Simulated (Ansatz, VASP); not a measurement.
Two plane-wave programs on AlFe

The input INCAR:

```
  PREC = Accurate
  ENCUT = 600
  EDIFF = 1E-6
  ISMEAR = -1
  SIGMA = 0.05
  LREAL = False
  LASPH = True
  NELM = 150
  ALGO = Fast
  ISIF = 3
  LWAVE = False
  LCHARG = False
  ISPIN = 2
  MAGMOM = 3 0
  LORBIT = 11
  LMAXMIX = 4
  GGA = PE
  IBRION = 2
  NSW = 60
  EDIFFG = -0.01
```

The input KPOINTS:

```
Automatic mesh
0
Gamma
  9 9 9
```

POSCAR

```
AlFe
1.0
    2.9100000000      0.0000000000      0.0000000000
    0.0000000000      2.9100000000      0.0000000000
    0.0000000000      0.0000000000      2.9100000000
Fe Al
1 1
Direct
    0.5000000000      0.5000000000      0.5000000000
    0.0000000000      0.0000000000      0.0000000000
```

input.yaml

```yaml
crystal:
  lattice:
    - [2.91, 0.0, 0.0]
    - [0.0, 2.91, 0.0]
    - [0.0, 0.0, 2.91]
  atoms:
    - { symbol: Fe, position: [0.5, 0.5, 0.5], spin: 3.0 }
    - { symbol: Al, position: [0.0, 0.0, 0.0] }
hamiltonian:
  xc: pbe
  pseudopotentials: { kind: paw }
magnetization:
  spin_polarized: true
kpoints:
  mp_grid: { grid: [9, 9, 9] }
scf:
  occupations: { method: fermi_dirac, width: 0.05 }
output:
  forces: true
  stress: true
  write_density: true
  write_potential: true
  elf: true
  volumetric_format: npy
relax:
  f_tol: 0.01
  max_steps: 40
  cell: { stress_tol: 0.05 }
```

Alike in both runs: task relaxation of cell and atoms; functional PBE; k mesh 9 × 9 × 9; occupations fermi-dirac, width 0.05 eV; collinear spin.

```csv
,VASP,Ansatz
version,VASP 6.6.1,Ansatz 0.2.0
potentials or method,"VASP PAW PBE potentials, release 64 (Fe, Al)",Ansatz PAW
plane-wave cutoff (eV),600,420
valence electrons in the cell,11,19
```

Ansatz gave:

```
gap on the k mesh at the Fermi level, each at its own relaxed structure (eV) : none
net moment per atom (μB)                                                     : 0.31
relaxed volume (Å³/atom)                                                     : 11.87
relaxed cell length with the largest relative difference (Å)                 : 2.874
```

Problem. Which values does VASP return?

Solution. gap on the k mesh at the Fermi level, each at its own relaxed structure (eV): none; net moment per atom (μB): 0.31; relaxed volume (Å³/atom): 11.86; relaxed cell length with the largest relative difference (Å): 2.873.

A gap of «none» marks a metal or a gap that the smearing closes. VASP's potentials hold 11 valence electrons a cell and Ansatz's 19, so a difference there can come from the potentials and not from the codes.

Noted on Ansatz's run: the plane-wave basis is chosen anew once the cell has moved, so the energies of steps on either side of that aren't comparable.
